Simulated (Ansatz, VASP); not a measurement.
# Two plane-wave programs on Al2GaP2

Contents of INCAR:

```
SYSTEM = Al2GaP2
PREC = Accurate ; ENCUT = 600
EDIFF = 1E-6 ; ISMEAR = 0
SIGMA = 0.1 ; LREAL = .False.
LASPH = .True. ; NELM = 80
ALGO = Normal ; ISIF = 3
LWAVE = .False. ; LCHARG = .False.
GGA = PE ; IBRION = 2
NSW = 100 ; EDIFFG = -0.01
```

KPOINTS

```
Automatic mesh
0
Gamma
  12 12 4
  0 0 0
```

File POSCAR:

```
Al2GaP2
1.0
    3.3614115600      0.0000000000      0.0000000000
    0.0000000000      3.3614115600      0.0000000000
    0.0000000000      0.0000000000      9.6561720998
Al Ga P
2 1 2
Direct
    0.5000000000      0.5000000000      0.7563526149
    0.5000000000      0.5000000000      0.2436473851
    0.0000000000      0.0000000000      0.5000000000
    0.5000000000      0.5000000000      0.5000000000
    0.5000000000      0.5000000000      0.0000000000
```

Input for Ansatz:

```yaml
crystal:
  lattice:
    - [3.36141156, 0.0, 0.0]
    - [0.0, 3.36141156, 0.0]
    - [0.0, 0.0, 9.6561720998]
  atoms:
    - { symbol: Al, position: [0.5, 0.5, 0.7563526149] }
    - { symbol: Al, position: [0.5, 0.5, 0.2436473851] }
    - { symbol: Ga, position: [0.0, 0.0, 0.5] }
    - { symbol: P, position: [0.5, 0.5, 0.5] }
    - { symbol: P, position: [0.5, 0.5, 0.0] }
basis:
  ecutwfc: 420
kpoints:
  mp_grid: { grid: [12, 12, 4] }
hamiltonian:
  xc: pbe
scf:
  occupations: { method: gaussian, width: 0.1 }
output:
  forces: true
  stress: true
  eigenvalues: true
  write_density: true
  write_potential: true
  elf: true
  volumetric_format: npy
relax:
  adjacent_minimum: "off"
  f_tol: 0.01
  max_steps: 80
  cell: { stress_tol: 0.05 }
```

Alike in both runs: task relaxation of cell and atoms; functional PBE; k mesh 12 × 12 × 4; occupations gaussian, width 0.1 eV; no spin polarisation.

```csv
,VASP,Ansatz
version,VASP 6.6.1,Ansatz 0.2.0
potentials or method,"VASP PAW PBE potentials, release 64 (Al, Ga_d, P), cutoff 600 eV","scalar-relativistic, plane waves, PAW"
valence electrons in the cell,29,29
```

VASP gave:

* gap on the k mesh at the Fermi level, each at its own relaxed structure (eV): none
* relaxed volume (Å³/atom): 21.73
* relaxed cell length with the largest relative difference (Å): 9.619

Estimate Ansatz's values.

gap on the k mesh at the Fermi level, each at its own relaxed structure (eV): none; relaxed volume (Å³/atom): 21.72; relaxed cell length with the largest relative difference (Å): 9.626.

A gap of «none» marks a metal or a gap that the smearing closes.
